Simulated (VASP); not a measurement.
# RbBr (I4/mmm) in VASP: single point with PBE

Aim: the single point of RbBr with PBE.

Program: VASP 6.6.1. These are calculated values, not measurements. Logs are shortened: lines on timing, memory, paths and dates and some standing lists are left out, and cuts for length are marked.

### 1 The cell of the first run

The structure is tetragonal, space group I4/mmm (No. 139). Conventional cell: a = 4.854 Å, b = 4.854 Å, c = 6.659 Å, α = 90.00°, β = 90.00°, γ = 90.00°. Within 4.4 Å of Rb (site symmetry 4/mmm) lie 6 Br at 3.33 to 3.43 Å. Within 4.4 Å of Br (site symmetry 4/mmm) lie 6 Rb at 3.33 to 3.43 Å.

### 2 Single point, PBE (strained)

Contents of INCAR:

```
ALGO = Normal
EDIFF = 1E-6
ENCUT = 520
GGA = PE
ISIF = 2
ISMEAR = 0
LASPH = True
LCHARG = False
LREAL = False
LWAVE = False
NBANDS = 15
NELM = 80
PREC = Accurate
SIGMA = 0.02
```

Contents of KPOINTS:

```
k-points
0
Gamma
  6 6 6
```

Contents of POSCAR:

```
RbBr
1.0
    0.0000000000      3.3293364000      3.4321614000
    3.4321614000      0.0000000000      3.4321614000
    3.4321614000      3.3293364000      0.0000000000
Rb Br
1 1
Direct
    0.0000000000      0.0000000000      0.0000000000
    0.5000000000      0.5000000000      0.5000000000
```

Potentials or basis: VASP PAW PBE potentials, release 64 (Rb_sv, Br).

The run is started by

```
> cat potpaw_PBE.64/Rb_sv/POTCAR potpaw_PBE.64/Br/POTCAR > POTCAR
> mpirun -np 1 vasp_std > vasp.out
```

OUTCAR:

```text
EDIFF = 1E-6
   ENCUT = 520
   GGA = PE
   ISIF = 2
   ISMEAR = 0
   LASPH = True
   LREAL = False
   NELM = 80
   PREC = Accurate

 ion  position               nearest neighbor table
   1  0.000  0.000  0.000-   2 3.33   2 3.33   2 3.43   2 3.43   2 3.43   2 3.43
   2  0.500  0.500  0.500-   1 3.33   1 3.33   1 3.43   1 3.43   1 3.43   1 3.43

  LATTYP: Found a body centered tetragonal cell.
 ALAT       =     4.8538092001
 C/A-ratio  =     1.3718447770

  Lattice vectors:

 A1 = (   0.0000000000,  -3.3293364000,   3.4321614000)
 A2 = (   0.0000000000,  -3.3293364000,  -3.4321614000)
 A3 = (   3.4321614000,   3.3293364000,   0.0000000000)

Analysis of symmetry for initial positions (statically):
=====================================================================
 Subroutine PRICEL returns:
 Original cell was already a primitive cell.

 Routine SETGRP: Setting up the symmetry group for a
 body centered tetragonal supercell.

 Subroutine GETGRP returns: Found 16 space group operations
 (whereof 16 operations were pure point group operations)
 out of a pool of 16 trial point group operations.

The static configuration has the point symmetry D_4h.

Analysis of symmetry for dynamics (positions and initial velocities):
=====================================================================
 Subroutine PRICEL returns:
 Original cell was already a primitive cell.

 Routine SETGRP: Setting up the symmetry group for a
 body centered tetragonal supercell.

 Subroutine GETGRP returns: Found 16 space group operations
 (whereof 16 operations were pure point group operations)
 out of a pool of 16 trial point group operations.

The dynamic configuration has the point symmetry D_4h.

 Subroutine INISYM returns: Found 16 space group operations
 (whereof 16 operations are pure point group operations),
 and found     1 'primitive' translations

----------------------------------------------------------------------------------------

                                     Primitive cell

  volume of cell :      78.4374

  direct lattice vectors                    reciprocal lattice vectors
     0.000000000  3.329336400  3.432161400    -0.145680795  0.150180078  0.145680795
     3.432161400  0.000000000  3.432161400     0.145680795 -0.150180078  0.145680795
     3.432161400  3.329336400  0.000000000     0.145680795  0.150180078 -0.145680795

  length of vectors
     4.781653766  4.853809200  4.781653766     0.254950669  0.254950669  0.254950669

  position of ions in fractional coordinates (direct lattice)
     0.000000000  0.000000000  0.000000000
     0.500000000  0.500000000  0.500000000

  ion indices of the primitive-cell ions
   primitive index   ion index
                 1           1
                 2           2

----------------------------------------------------------------------------------------

 KPOINTS: k-points

Automatic generation of k-mesh.
 Grid dimensions read from file:
 generate k-points for:    6    6    6

 Generating k-lattice:

  Cartesian coordinates                     Fractional coordinates (reciprocal lattice)
    -0.024280132  0.025030013  0.024280132     0.166666667  0.000000000 -0.000000000
     0.024280132 -0.025030013  0.024280132     0.000000000  0.166666667  0.000000000
     0.024280132  0.025030013 -0.024280132    -0.000000000  0.000000000  0.166666667

  Length of vectors
     0.042491778  0.042491778  0.042491778

  Shift w.r.t. Gamma in fractional coordinates (k-lattice)
     0.000000000  0.000000000  0.000000000

 Subroutine IBZKPT returns following result:
 ===========================================

 Found     30 irreducible k-points:

 Following reciprocal coordinates:
            Coordinates               Weight
  0.000000  0.000000  0.000000      1.000000
  0.166667  0.000000 -0.000000      8.000000
  0.333333  0.000000 -0.000000      8.000000
  0.500000  0.000000  0.000000      4.000000
  0.166667  0.166667  0.000000      4.000000
  0.333333  0.166667 -0.000000     16.000000
[... 16 lines left out ...]
  0.333333 -0.333333  0.166667     16.000000
  0.500000 -0.333333  0.166667      4.000000
 [... further k-points ...]
   k-points           NKPTS =     30   k-points in BZ     NKDIM =     30   number of bands    NBANDS=     15
   number of dos      NEDOS =    301   number of ions     NIONS =      2
   total plane-waves  NPLWV =  46656
   dimension x,y,z NGX =    36 NGY =   36 NGZ =   36
   dimension x,y,z NGXF=    72 NGYF=   72 NGZF=   72
   ions per type =               1   1
   NGX,Y,Z   is equivalent  to a cutoff of  12.52, 12.33, 12.52 a.u.
   NGXF,Y,Z  is equivalent  to a cutoff of  25.03, 24.66, 25.03 a.u.
 SYSTEM =  unknown system
   PREC   = accura    normal or accurate (medium, high low for compatibility)
   ISTART =      0    job   : 0-new  1-cont  2-samecut
   ICHARG =      2    charge: 1-file 2-atom 10-const
   ISPIN  =      1    spin polarized calculation?
   LNONCOLLINEAR =      F non collinear calculations
   LSORBIT =      F    spin-orbit coupling
   LASPH  =      T    aspherical Exc in radial PAW
   ENCUT  =  520.0 eV  38.22 Ry    6.18 a.u.   8.89  9.02  8.89*2*pi/ulx,y,z
   NELM   =     80;   NELMIN=  2; NELMDL= -5     # of ELM steps
   EDIFF  = 0.1E-05   stopping-criterion for ELM
   LREAL  =      F    real-space projection
   EDIFFG = 0.1E-04   stopping-criterion for IOM
   NSW    =      0    number of steps for IOM
   IBRION =     -1    ionic relax: 0-MD 1-quasi-New 2-CG
   NFREE  =      0    steps in history (QN), initial steepest desc. (CG)
   ISIF   =      2    stress and relaxation
   ISYM   =      2    0-nonsym 1-usesym 2-fastsym
   POTIM  = 0.5000    time-step for ionic-motion
   TEBEG  =    0.0;   TEEND  =   0.0 temperature during run
   PSTRESS=    0.0 pullay stress
   NELECT =      16.0000    total number of electrons
   NUPDOWN=      -1.0000    fix difference up-down
   EMIN   =  10.00;   EMAX   =-10.00  energy-range for DOS
   EFERMI =   0.00;   METHOD = LEGACY
   ISMEAR =     0;   SIGMA  =   0.02  broadening in eV -4-tet -1-fermi 0-gaus
   EFERMI_NEDOS =   21; number of points for ismear=-14 and -15
   IALGO  =     38    algorithm
   IMIX   =      4    mixing-type and parameters
     AMIX     =   0.40;   BMIX     =  1.00
     AMIX_MAG =   1.60;   BMIX_MAG =  1.00
  volume/ion in A,a.u.               =      39.22       264.66
  Fermi-wavevector in a.u.,A,eV,Ry     =   0.963697  1.821123 12.635890  0.928712
  Thomas-Fermi vector in A             =   2.093265
   LORBIT       =      0    0 simple, 1 ext, 2 COOP (PROOUT), +10 PAW based schemes
   GGA     = PE    functional components
   LHFCALC =     F    Hartree Fock is set to
   AEXX    =    0.0000 exact exchange contribution
   IVDW    =     0    specifies the selected vdW correction
   LEPSILON=     F    determine dielectric tensor
   LRPA    =     F    only Hartree local field effects (RPA)
 non-spin polarized calculation
 Gauss-broadening in eV      SIGMA  =   0.02
  energy-cutoff  :      520.00
  volume of cell :       78.44
 maximum number of plane-waves:      2130
   NGX = 17   NGY = 17   NGZ = 17

 number of electron      16.0000001 magnetization

 Free energy of the ion-electron system (eV)
  ---------------------------------------------------
  ext. energy  EPLUGINS =         0.00000000
  ---------------------------------------------------
  free energy    TOTEN  =        -6.07513145 eV

  energy without entropy =       -6.07513145  energy(sigma->0) =       -6.07513145

 E-fermi :  -1.5192     XC(G=0):  -7.3356

 val. band max:       -1.6212700701   @ k =   0.0000   0.0000   0.0000
 cond. band min:       2.7745431725   @ k =   0.0000   0.0000   0.0000
 fundamental gap:      4.3958132425
 Fermi energy:        -1.5191972265

 k-point     1 :       0.0000    0.0000    0.0000
  band No.  band energies     occupation
      1     -26.0112      2.00000
      2     -13.8603      2.00000
      3     -10.0976      2.00000
      4     -10.0884      2.00000
      5     -10.0884      2.00000
      6      -1.6649      2.00000
      7      -1.6649      2.00000
      8      -1.6213      2.00000
      9       2.7745      0.00000
     10       5.5734      0.00000
     11       5.5734      0.00000
     12       5.7601      0.00000
     13       6.4586      0.00000
     14       6.6293      0.00000
     15       9.4056      0.00000

 k-point     2 :       0.1667    0.0000   -0.0000
  band No.  band energies     occupation
      1     -26.0085      2.00000
      2     -13.8733      2.00000
      3     -10.0940      2.00000
      4     -10.0922      2.00000
      5     -10.0767      2.00000
      6      -1.9700      2.00000
      7      -1.7629      2.00000
      8      -1.7429      2.00000
      9       3.4307      0.00000
     10       5.5024      0.00000
     11       5.9185      0.00000
     12       6.0320      0.00000
     13       6.8736      0.00000
     14       7.0685      0.00000
     15      10.4234      0.00000

 k-point     3 :       0.3333    0.0000   -0.0000
  band No.  band energies     occupation
      1     -26.0030      2.00000
      2     -13.8990      2.00000
      3     -10.0998      2.00000
      4     -10.0956      2.00000
      5     -10.0447      2.00000
      6      -2.4753      2.00000
      7      -1.9454      2.00000
      8      -1.9425      2.00000
      9       4.6835      0.00000
     10       5.7027      0.00000
     11       6.8764      0.00000
     12       6.9484      0.00000
     13       7.9113      0.00000
     14       8.1619      0.00000
     15      10.0592      0.00000
[... 343 lines left out ...]
 k-point    23 :       0.3333   -0.3333    0.1667
  band No.  band energies     occupation
      1     -25.9977      2.00000
      2     -13.8506      2.00000
      3     -10.2029      2.00000
      4     -10.1917      2.00000
      5     -10.0779      2.00000
      6      -2.3087      2.00000
      7      -2.0164      2.00000
      8      -1.9743      2.00000
      9       5.3904      0.00000
     10       5.6044      0.00000
     11       7.0401      0.00000
     12       7.2980      0.00000
     13       8.6673      0.00000
     14       9.2614      0.00000
     15       9.3748      0.00000

 k-point    24 :       0.5000   -0.3333    0.1667
  band No.  band energies     occupation
      1     -25.9972      2.00000
      2     -13.8237      2.00000
      3     -10.2610      2.00000
      4     -10.2121      2.00000
      5     -10.0949      2.00000
      6      -2.0967      2.00000
      7      -2.0705      2.00000
      8      -1.8796      2.00000
      9       4.6527      0.00000
     10       6.3223      0.00000
     11       6.3679      0.00000
     12       7.4011      0.00000
     13       8.3062      0.00000
     14       9.3902      0.00000
     15       9.8181      0.00000

 [... further k-points ...]

------------------------ aborting loop because EDIFF is reached ----------------------------------------

  FORCE on cell =-STRESS in cart. coord.  units (eV):
  Direction    XX          YY          ZZ          XY          YZ          ZX
  --------------------------------------------------------------------------------------
  -------------------------------------------------------------------------------------
  Total        0.5487785      1.1589036      0.5487785      0.0000000      0.0000000      0.0000000
  in kB       11.2094578     23.6719924     11.2094578      0.0000000      0.0000000      0.0000000
  external PRESSURE =      15.3636360 kB  Pullay stress =       0.0000000 kB

 VOLUME and BASIS-vectors are now :
 -----------------------------------------------------------------------------
  energy-cutoff  :      520.00
  volume of cell :       78.44
      direct lattice vectors                 reciprocal lattice vectors
     0.000000000  3.329336400  3.432161400    -0.145680795  0.150180078  0.145680795
     3.432161400  0.000000000  3.432161400     0.145680795 -0.150180078  0.145680795
     3.432161400  3.329336400  0.000000000     0.145680795  0.150180078 -0.145680795

 POSITION                                       TOTAL-FORCE (eV/Angst)
 -----------------------------------------------------------------------------------
      0.00000      0.00000      0.00000         0.000000      0.000000     -0.000000
      3.43216      3.32934      3.43216        -0.000000      0.000000      0.000000
 -----------------------------------------------------------------------------------
    total drift:                                0.000000      0.000000      0.000000

  FREE ENERGIE OF THE ION-ELECTRON SYSTEM (eV)
  ---------------------------------------------------
  free  energy   TOTEN  =        -6.0751314453 eV

  energy  without entropy=       -6.0751314453  energy(sigma->0) =       -6.07513145
```

Wall time 29 s (1 thread of Intel Xeon 6975P-C, shared host); peak memory 0.21 GiB.

Results:

```
Free energy            : -6.0751 eV
Pressure               : 1.5 GPa
Band gap on the k mesh : 4.40 eV, direct
```

Levels at points of the mesh, in eV from the valence-band top:
| k point | band 4 | band 5 | band 6 | band 7 | band 8 | band 9 | band 10 | band 11 | band 12 | band 13 |
| --- | --- | --- | --- | --- | --- | --- | --- | --- | --- | --- |
| (0.00, 0.00, 0.00) | -8.47 | -8.47 | -0.04 | -0.04 | 0.00 | 4.40 | 7.19 | 7.19 | 7.38 | 8.08 |
| (0.50, 0.00, 0.00) | -8.48 | -8.41 | -1.07 | -0.41 | -0.41 | 6.85 | 7.77 | 9.53 | 9.55 | 10.11 |
| (0.50, 0.50, 0.00) | -8.56 | -8.54 | -0.53 | -0.19 | -0.16 | 5.56 | 7.19 | 9.21 | 9.27 | 9.51 |
| (0.50, 0.00, 0.50) | -8.55 | -8.55 | -0.46 | -0.22 | -0.22 | 5.53 | 7.23 | 9.27 | 9.38 | 9.54 |

Caveat: the cell differs from its parent crystal (strained).
